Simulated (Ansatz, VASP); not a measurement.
Two plane-wave programs on C

```
C
1.0
     0.00000    1.81794    1.81794
     1.81794    0.00000    1.81794
     1.81794    1.81794    0.00000
C
2
Direct
  0.50000 0.50000 0.50000
  0.75000 0.75000 0.75000
```

Alike in both runs: task single point; functional RPBE; k mesh 13 × 13 × 13; occupations fermi-dirac, width 0.05 eV; no spin polarisation.

|  | VASP | Ansatz |
| --- | --- | --- |
| version | VASP 6.6.1 | Ansatz 0.2.0 |
| potentials or method | VASP PAW PBE potentials, release 64 (C), cutoff 520 eV | plane waves (420 eV) with PAW, scalar-relativistic |
| valence electrons in the cell | 8 | 8 |

|  | VASP | Ansatz | Ansatz less VASP |
| --- | --- | --- | --- |
| pressure (GPa) | -14.9 | -15.2 | -0.35 |

VASP's potentials were made for PBE, not for RPBE. The functional is the same, so the differences come from potentials, cutoffs and numerics.
